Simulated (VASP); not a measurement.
# Se (P6/mmm) in VASP: a series of runs

The runs below take Se through relaxation of cell and atoms, with LDA.

Everything below comes from runs of VASP 6.6.1. Logs are shortened: lines on timing, memory, paths and dates and some standing lists are left out, and cuts for length are marked.

## (1) The cell of the first run

Symmetry: P6/mmm, No. 191, hexagonal system. The conventional cell has a = 4.194 Å, b = 4.194 Å, c = 2.600 Å, α = 90.00°, β = 90.00°, γ = 120.00°. Within 3.4 Å of Se (site symmetry 6/mmm) lie 14 Se at 2.60 to 2.75 Å. Se (site symmetry -6m2) has 11 Se at 2.42 to 2.75 Å within 3.2 Å.

This isn't the form of Se at room conditions, which is trigonal, of chains.

## (2) Relaxation of cell and atoms, LDA, target pressure 72 GPa, at which the enthalpy is minimised

File INCAR:

```
SYSTEM = Se
PREC     = Accurate       ! precision mode
ENCUT    = 600            ! plane-wave cutoff, eV
EDIFF    = 1E-6           ! SCF threshold, eV
ISMEAR   = -1             ! smearing method
SIGMA    = 0.05           ! smearing width, eV
LREAL    = .FALSE.        ! projectors in reciprocal space
LASPH    = .TRUE.         ! aspherical terms in the spheres
NELM     = 60             ! most SCF steps
ALGO     = Normal         ! electronic algorithm
ISIF     = 3              ! what is computed and relaxed
LWAVE    = .FALSE.        ! write WAVECAR
LCHARG   = .FALSE.        ! write CHGCAR
IBRION   = 2              ! ionic algorithm
NSW      = 60             ! ionic steps
EDIFFG   = -0.005         ! ionic threshold
PSTRESS  = 720.0
```

File KPOINTS:

```
Automatic mesh
0
G
  8 8 12
  0 0 0
```

File POSCAR:

```
Se
1.0
    4.1940106631      0.0000000000      0.0000000000
   -2.0970053316      3.6321197780      0.0000000000
    0.0000000000      0.0000000000      2.6002866111
Se
3
Direct
    0.0000000000      0.0000000000      0.0000000000
    0.3333333333      0.6666666667      0.5000000000
    0.6666666667      0.3333333333      0.5000000000
```

Potentials or basis: VASP PAW LDA potentials, release 64 (Se).

The run is started by

```bash
> cat potpaw_LDA.64/Se/POTCAR > POTCAR
> mpirun -np 1 vasp_std > vasp.out
```

OUTCAR:

```text
SYSTEM = Se
   PREC = Accurate
   ENCUT = 600
   EDIFF = 1E-6
   ISMEAR = -1
   LREAL = .FALSE.
   LASPH = .TRUE.
   NELM = 60
   ISIF = 3
   IBRION = 2
   NSW = 60
   EDIFFG = -0.005
   PSTRESS = 720.0

 ion  position               nearest neighbor table
   1  0.000  0.000  0.000-   2 2.75   3 2.75   2 2.75   3 2.75   3 2.75   3 2.75   2 2.75   2 2.75
                             3 2.75   3 2.75   2 2.75   2 2.75
   2  0.333  0.667  0.500-   3 2.42   3 2.42   3 2.42   1 2.75   1 2.75   1 2.75   1 2.75   1 2.75
                             1 2.75
   3  0.667  0.333  0.500-   2 2.42   2 2.42   2 2.42   1 2.75   1 2.75   1 2.75   1 2.75   1 2.75
                             1 2.75

  LATTYP: Found a hexagonal cell.
 ALAT       =     4.1940106631
 C/A-ratio  =     0.6200000000

  Lattice vectors:

 A1 = (   4.1940106631,   0.0000000000,   0.0000000000)
 A2 = (  -2.0970053316,   3.6321197780,   0.0000000000)
 A3 = (   0.0000000000,   0.0000000000,   2.6002866111)

Analysis of symmetry for initial positions (statically):
=====================================================================
 Subroutine PRICEL returns:
 Original cell was already a primitive cell.

 Routine SETGRP: Setting up the symmetry group for a
 hexagonal supercell.

 Subroutine GETGRP returns: Found 24 space group operations
 (whereof 24 operations were pure point group operations)
 out of a pool of 24 trial point group operations.

The static configuration has the point symmetry D_6h.

Analysis of symmetry for dynamics (positions and initial velocities):
=====================================================================
 Subroutine PRICEL returns:
 Original cell was already a primitive cell.

 Routine SETGRP: Setting up the symmetry group for a
 hexagonal supercell.

 Subroutine GETGRP returns: Found 24 space group operations
 (whereof 24 operations were pure point group operations)
 out of a pool of 24 trial point group operations.

The dynamic configuration has the point symmetry D_6h.

 Subroutine INISYM returns: Found 24 space group operations
 (whereof 24 operations are pure point group operations),
 and found     1 'primitive' translations

----------------------------------------------------------------------------------------

                                     Primitive cell

  volume of cell :      39.6106

  direct lattice vectors                    reciprocal lattice vectors
     4.194010663  0.000000000  0.000000000     0.238435255  0.137660658  0.000000000
    -2.097005332  3.632119778  0.000000000     0.000000000  0.275321317  0.000000000
     0.000000000  0.000000000  2.600286611     0.000000000  0.000000000  0.384572991

  length of vectors
     4.194010663  4.194010663  2.600286611     0.275321317  0.275321317  0.384572991

  position of ions in fractional coordinates (direct lattice)
     0.000000000  0.000000000  0.000000000
     0.333333333  0.666666667  0.500000000
     0.666666667  0.333333333  0.500000000

  ion indices of the primitive-cell ions
   primitive index   ion index
                 1           1
                 2           2
                 3           3

----------------------------------------------------------------------------------------

 KPOINTS: Automatic mesh

Automatic generation of k-mesh.
 Grid dimensions read from file:
 generate k-points for:    8    8   12

 Generating k-lattice:

  Cartesian coordinates                     Fractional coordinates (reciprocal lattice)
     0.029804407  0.017207582  0.000000000     0.125000000  0.000000000  0.000000000
     0.000000000  0.034415165  0.000000000     0.000000000  0.125000000  0.000000000
     0.000000000  0.000000000  0.032047749     0.000000000  0.000000000  0.083333333

  Length of vectors
     0.034415165  0.034415165  0.032047749

  Shift w.r.t. Gamma in fractional coordinates (k-lattice)
     0.000000000  0.000000000  0.000000000

 Subroutine IBZKPT returns following result:
 ===========================================

 Found     70 irreducible k-points:

 Following reciprocal coordinates:
            Coordinates               Weight
  0.000000  0.000000  0.000000      1.000000
  0.125000  0.000000  0.000000      6.000000
  0.250000  0.000000  0.000000      6.000000
  0.375000  0.000000  0.000000      6.000000
  0.500000  0.000000  0.000000      3.000000
  0.125000  0.125000  0.000000      6.000000
[... 16 lines left out ...]
  0.250000  0.000000  0.166667     12.000000
  0.375000  0.000000  0.166667     12.000000
 [... further k-points ...]
   k-points           NKPTS =     70   k-points in BZ     NKDIM =     70   number of bands    NBANDS=     13
   number of dos      NEDOS =    301   number of ions     NIONS =      3
   total plane-waves  NPLWV =  31104
   dimension x,y,z NGX =    36 NGY =   36 NGZ =   24
   dimension x,y,z NGXF=    72 NGYF=   72 NGZF=   48
   ions per type =               3
   NGX,Y,Z   is equivalent  to a cutoff of  14.27, 14.27, 15.34 a.u.
   NGXF,Y,Z  is equivalent  to a cutoff of  28.54, 28.54, 30.69 a.u.
 SYSTEM =  Se
   PREC   = accura    normal or accurate (medium, high low for compatibility)
   ISTART =      0    job   : 0-new  1-cont  2-samecut
   ICHARG =      2    charge: 1-file 2-atom 10-const
   ISPIN  =      1    spin polarized calculation?
   LNONCOLLINEAR =      F non collinear calculations
   LSORBIT =      F    spin-orbit coupling
   LASPH  =      T    aspherical Exc in radial PAW
   ENCUT  =  600.0 eV  44.10 Ry    6.64 a.u.   8.38  8.38  5.19*2*pi/ulx,y,z
   NELM   =     60;   NELMIN=  2; NELMDL= -5     # of ELM steps
   EDIFF  = 0.1E-05   stopping-criterion for ELM
   LREAL  =      F    real-space projection
   EDIFFG = -.5E-02   stopping-criterion for IOM
   NSW    =     60    number of steps for IOM
   IBRION =      2    ionic relax: 0-MD 1-quasi-New 2-CG
   NFREE  =      1    steps in history (QN), initial steepest desc. (CG)
   ISIF   =      3    stress and relaxation
   ISYM   =      2    0-nonsym 1-usesym 2-fastsym
   POTIM  = 0.5000    time-step for ionic-motion
   TEBEG  =    0.0;   TEEND  =   0.0 temperature during run
   PSTRESS=  720.0 pullay stress
   NELECT =      18.0000    total number of electrons
   NUPDOWN=      -1.0000    fix difference up-down
   EMIN   =  10.00;   EMAX   =-10.00  energy-range for DOS
   EFERMI =   0.00;   METHOD = LEGACY
   ISMEAR =    -1;   SIGMA  =   0.05  broadening in eV -4-tet -1-fermi 0-gaus
   EFERMI_NEDOS =   21; number of points for ismear=-14 and -15
   IALGO  =     38    algorithm
   IMIX   =      4    mixing-type and parameters
     AMIX     =   0.40;   BMIX     =  1.00
     AMIX_MAG =   1.60;   BMIX_MAG =  1.00
  volume/ion in A,a.u.               =      13.20        89.10
  Fermi-wavevector in a.u.,A,eV,Ry     =   1.258622  2.378451 21.553392  1.584130
  Thomas-Fermi vector in A             =   2.392223
   LORBIT       =      0    0 simple, 1 ext, 2 COOP (PROOUT), +10 PAW based schemes
   GGA     = CA    functional components
   LHFCALC =     F    Hartree Fock is set to
   AEXX    =    0.0000 exact exchange contribution
   IVDW    =     0    specifies the selected vdW correction
   LEPSILON=     F    determine dielectric tensor
   LRPA    =     F    only Hartree local field effects (RPA)
 conjugate gradient relaxation of ions
 non-spin polarized calculation
  energy-cutoff  :      600.00
  volume of cell :       39.61
 maximum number of plane-waves:      1366
 NGX is ok and might be reduce to    36
   NGX = 17   NGY = 17   NGZ = 11

--------------------------------------- Ionic step        1  -------------------------------------------

 number of electron      17.9999999 magnetization

 Free energy of the ion-electron system (eV)
  ---------------------------------------------------
  ext. energy  EPLUGINS =         0.00000000
  ---------------------------------------------------
  free energy    TOTEN  =        -7.90001516 eV

  energy without entropy =       -7.88580761  energy(sigma->0) =       -7.89291139

------------------------ aborting loop because EDIFF is reached ----------------------------------------

  FORCE on cell =-STRESS in cart. coord.  units (eV):
  Direction    XX          YY          ZZ          XY          YZ          ZX
  --------------------------------------------------------------------------------------
  -------------------------------------------------------------------------------------
  Total       19.6140966     19.6140966     17.4160325     -0.0000000     -0.0000000      0.0000000
  in kB      793.3557602    793.3557602    704.4479295     -0.0000000     -0.0000000      0.0000000
  external PRESSURE =      43.7198166 kB  Pullay stress =     720.0000000 kB
[... 96 lines left out ...]
  FREE ENERGIE OF THE ION-ELECTRON SYSTEM (eV)
  ---------------------------------------------------
  free  energy   TOTEN  =        -8.3935496553 eV

  energy  without entropy=       -8.3772096697  energy(sigma->0) =       -8.38537966

  enthalpy is  TOTEN    =         9.8747096696 eV   P V=       18.2682593249

[... ionic steps 4 to 16 ...]

--------------------------------------- Ionic step       17  -------------------------------------------

 number of electron      18.0000001 magnetization

------------------------ aborting loop because EDIFF is reached ----------------------------------------

  FORCE on cell =-STRESS in cart. coord.  units (eV):
  Direction    XX          YY          ZZ          XY          YZ          ZX
  --------------------------------------------------------------------------------------
  -------------------------------------------------------------------------------------
  Total       18.1250414     18.1250414     18.1181587     -0.0000000     -0.0000000      0.0000000
  in kB      721.3468454    721.3468455    721.0729262     -0.0000001     -0.0000000      0.0000000
  external PRESSURE =       1.2555390 kB  Pullay stress =     720.0000000 kB
[... 63 lines left out ...]
  enthalpy is  TOTEN    =         9.8051222650 eV   P V=       18.1179487315

--------------------------------------- Ionic step       19  -------------------------------------------

 number of electron      18.0000001 magnetization

 Free energy of the ion-electron system (eV)
  ---------------------------------------------------
  ext. energy  EPLUGINS =         0.00000000
  ---------------------------------------------------
  free energy    TOTEN  =        -8.29258451 eV

  energy without entropy =       -8.28155681  energy(sigma->0) =       -8.28707066

 E-fermi :  11.9053     XC(G=0): -12.6765

 val. band max:       11.8679832471   @ k =   0.0000   0.0000   0.2500
 cond. band min:      11.9063353203   @ k =   0.1250   0.1250   0.5000
 fundamental gap:      0.0383520732
 Fermi energy:        11.9053143486

 k-point     1 :       0.0000    0.0000    0.0000
  band No.  band energies     occupation
      1      -9.0935      2.00000
      2      -1.7675      2.00000
      3      -1.7228      2.00000
      4       3.3548      2.00000
      5       3.3548      2.00000
      6       3.8347      2.00000
      7       3.8347      2.00000
      8      13.3962      0.00000
      9      16.9504      0.00000
     10      16.9504      0.00000
     11      18.6613      0.00000
     12      18.7713      0.00000
     13      18.8953      0.00000
[... 353 lines left out ...]
 k-point    24 :       0.3750    0.0000    0.1667
  band No.  band energies     occupation
      1      -7.0276      2.00000
      2      -4.5915      2.00000
      3      -2.3203      2.00000
      4       1.7794      2.00000
      5       6.4295      2.00000
      6       9.2537      2.00000
      7       9.6127      2.00000
      8      10.6198      2.00000
      9      11.6888      1.97400
     10      12.7390      0.00000
     11      13.4045      0.00000
     12      13.7987      0.00000
     13      19.9789      0.00000

 [... further k-points ...]

------------------------ aborting loop because EDIFF is reached ----------------------------------------

  FORCE on cell =-STRESS in cart. coord.  units (eV):
  Direction    XX          YY          ZZ          XY          YZ          ZX
  --------------------------------------------------------------------------------------
  -------------------------------------------------------------------------------------
  Total       18.0958178     18.0958178     18.0966846     -0.0000000      0.0000000      0.0000000
  in kB      719.9271268    719.9271269    719.9616090     -0.0000001      0.0000000      0.0000000
  external PRESSURE =      -0.0613791 kB  Pullay stress =     720.0000000 kB
[... 18 lines left out ...]
  FREE ENERGIE OF THE ION-ELECTRON SYSTEM (eV)
  ---------------------------------------------------
  free  energy   TOTEN  =        -8.2925845137 eV

  energy  without entropy=       -8.2815568135  energy(sigma->0) =       -8.28707066

  enthalpy is  TOTEN    =         9.8050650455 eV   P V=       18.0976495592

 reached required accuracy - stopping structural energy minimisation
```

It took 7.4 min on 1 thread of Oxide Virtual Turin-like, shared host; peak memory 0.14 GiB.

Results:

* Free energy: -8.2926 eV
* Relaxed volume: 13.42 Å³/atom
* Relaxed cell: a = 4.333 Å, b = 4.333 Å, c = 2.476 Å, α = 90.00°, β = 90.00°, γ = 120.00°
* Space group after relaxing (to 0.1 Å): P6/mmm (No. 191)
* Energy change on relaxing (the run minimises the enthalpy): -130.9 meV/atom
* Ionic steps: 19
* Pressure after relaxing: 72.0 GPa
* Band gap on the k mesh: zero (bands 9 and 10 overlap by 9.07 eV)

Step by step:
```csv
step,energy change (eV),largest force (eV/Å),pressure (GPa),volume (Å³)
1,0.0000,0.0000,76.37,39.61
2,-0.9368,0.0000,59.64,41.70
3,-0.4935,0.0000,67.57,40.65
4,-0.5673,0.0000,67.56,40.71
5,-0.4840,0.0000,70.57,40.74
6,-0.5940,0.0000,67.58,40.74
7,-0.5959,0.0000,67.65,40.74
8,-0.1469,0.0000,76.49,39.74
9,-0.3763,0.0000,71.99,40.24
10,-0.3718,0.0000,72.08,40.23
11,-0.3738,0.0000,72.08,40.23
12,-0.3795,0.0000,72.10,40.24
13,-0.3899,0.0000,72.12,40.27
14,-0.3829,0.0000,72.11,40.25
15,-0.3866,0.0000,72.12,40.26
16,-0.3859,0.0000,72.12,40.26
17,-0.3861,0.0000,72.13,40.26
18,-0.4128,0.0000,71.60,40.32
19,-0.3926,0.0000,71.99,40.27
```

Final structure:
```
Se
1.0
     4.33349    0.00000    0.00000
    -2.16674    3.75291    0.00000
     0.00000    0.00000    2.47625
Se
3
Direct
  0.00000 0.00000 0.00000
  0.33333 0.66667 0.50000
  0.66667 0.33333 0.50000
```

Caveat: the cell is relaxed towards a set pressure, so the run minimises the enthalpy, not the energy.

## (3) Relaxation of cell and atoms, LDA, target pressure 72 GPa, at which the enthalpy is minimised

This run uses another cell than the first one, of 13.38 Å³/atom.

File INCAR:

```
SYSTEM = Se
PREC = Accurate ; ENCUT = 600
EDIFF = 1E-6 ; ISMEAR = -1
SIGMA = 0.05 ; LREAL = .FALSE.
LASPH = .TRUE. ; NELM = 100
ALGO = Normal ; ISIF = 3
LWAVE = .FALSE. ; LCHARG = .FALSE.
GGA = CA ; IBRION = 2
NSW = 32 ; EDIFFG = -0.005
PSTRESS = 720.0
```

File KPOINTS:

```
regular mesh
0
G
  8 8 12
  0 0 0
```

File POSCAR:

```
Se
1.0
    4.3293993883      0.0000000000      0.0000000000
   -2.1646996942      3.7493698534      0.0000000000
    0.0000000000      0.0000000000      2.4724057322
Se
3
Direct
    0.0000000000      0.0000000000      0.0000000000
    0.3333333333      0.6666666667      0.5000000000
    0.6666666667      0.3333333333      0.5000000000
```

Potentials or basis: VASP PAW LDA potentials, release 64 (Se).

The run is started by

```bash
> cat potpaw_LDA.64/Se/POTCAR > POTCAR
> mpirun -np 1 vasp_std > vasp.out
```

It took 99 s on 1 thread of Oxide Virtual Turin-like, shared host; peak memory 0.14 GiB.

It converged, with:

```yaml
Free_energy: -8.2935 eV
Relaxed_volume: 13.42 Å³/atom
Relaxed_cell: a = 4.334 Å, b = 4.334 Å, c = 2.476 Å, α = 90.00°, β = 90.00°, γ = 120.00°
Space_group_after_relaxing_to_0.1_Å: P6/mmm (No. 191)
Energy_change_on_relaxing_the_run_minimises_the_enthalpy: -21.2 meV/atom
Ionic_steps: 3
Pressure_after_relaxing: 72.0 GPa
Band_gap_on_the_k_mesh: zero (bands 9 and 10 overlap by 9.07 eV)
```

Stress tensor (GPa, compression positive):
```
71.96  0.00  0.00
 0.00 71.96  0.00
 0.00  0.00 72.04
```

The path:
```
step  energy change (eV)  largest force (eV/Å)  pressure (GPa)  volume (Å³)
   1              0.0000                0.0000           73.26        40.13
   2             -0.2695                0.0000           67.88        40.75
   3             -0.0636                0.0000           71.99        40.27
```

Final structure:
```
Se
1.0
     4.33401    0.00000    0.00000
    -2.16701    3.75336    0.00000
     0.00000    0.00000    2.47577
Se
3
Direct
  0.00000 0.00000 0.00000
  0.33333 0.66667 0.50000
  0.66667 0.33333 0.50000
```

Levels at points of the mesh, in eV from the Fermi level:
```tsv
k point	band 6	band 7	band 8	band 9	band 10	band 11	band 12	band 13
(0.00, 0.00, 0.00)	-8.07	-8.07	1.50	5.04	5.04	6.76	6.87	7.00
(0.50, 0.00, 0.00)	-3.54	-1.15	-0.83	0.54	3.63	3.82	6.04	6.65
(0.00, 0.00, 0.50)	-5.95	-5.24	-5.24	-2.77	-2.77	-1.68	-1.68	2.13
(0.50, 0.00, 0.50)	-7.44	-6.48	-3.69	-0.31	0.88	1.77	2.69	6.64
```

Caveat: the cell is relaxed towards a set pressure, so the run minimises the enthalpy, not the energy.

The gap in the log of VASP goes by the Fermi energy; the results here count the filled bands.